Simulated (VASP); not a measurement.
ZrB2: relaxation of shape and atoms at fixed volume with PBE

The system is ZrB2.

```
CELL_PARAMETERS angstrom
3.17000 0.00000 0.00000
-1.58500 2.74530 0.00000
0.00000 0.00000 3.53300
ATOMIC_POSITIONS crystal
Zr 0.00000 0.00000 0.00000
B 0.33333 0.66667 0.50000
B 0.66667 0.33333 0.50000
```

| Quantity | Value |
| --- | --- |
| Program | VASP 6.6.1 |
| Task | relaxation of shape and atoms at fixed volume |
| Functional | PBE |
| Potentials or basis | VASP PAW PBE potentials, release 64 (Zr_sv, B) |
| Cutoff | 600 eV |
| k mesh | 14 × 14 × 12 |
| Occupations | gaussian, width 0.05 eV |
| Spin | no spin polarisation |
| Dipole correction | no |
| Further INCAR settings | ALGO = Normal; EDIFF = 1e-06; IBRION = 2; EDIFFG = -0.01; NSW = 60; ISIF = 4 |

The energy gained by relaxing is 0.0 meV/atom, the ionic steps are 2 and the pressure after relaxing is 0.9 GPa. The band gap on the k mesh is zero (bands 9 and 10 overlap by 0.98 eV).

Step by step:
```tsv
step	energy change (eV)	largest force (eV/Å)	pressure (GPa)	volume (Å³)
1	0.0000	0.0000	0.92	30.75
2	-0.0001	0.0000	0.94	30.75
```

Final structure:
```
CELL_PARAMETERS angstrom
3.16760 0.00000 0.00000
-1.58380 2.74322 0.00000
0.00000 0.00000 3.53835
ATOMIC_POSITIONS crystal
Zr 0.00000 0.00000 0.00000
B 0.33333 0.66667 0.50000
B 0.66667 0.33333 0.50000
```

Levels at points of the mesh, in eV from the Fermi level:
| k point | band 6 | band 7 | band 8 | band 9 | band 10 | band 11 | band 12 | band 13 |
| --- | --- | --- | --- | --- | --- | --- | --- | --- |
| (0.00, 0.00, 0.00) | -2.63 | -2.63 | -2.60 | -2.38 | 3.39 | 3.39 | 4.15 | 4.15 |
| (0.50, 0.00, 0.00) | -8.53 | -3.92 | -3.07 | -2.69 | 2.21 | 2.29 | 4.93 | 4.98 |
| (0.00, 0.00, 0.50) | -6.97 | -0.97 | -0.97 | 0.34 | 0.34 | 0.77 | 0.77 | 1.78 |
| (0.50, 0.00, 0.50) | -7.02 | -4.61 | -4.14 | -2.01 | 3.70 | 4.07 | 5.30 | 6.19 |

Run time: 68 s on 1 thread of Intel(R) Xeon(R) Platinum 8375C CPU @ 2.90GHz (Ice Lake), on a shared host, peak memory 0.23 GiB.
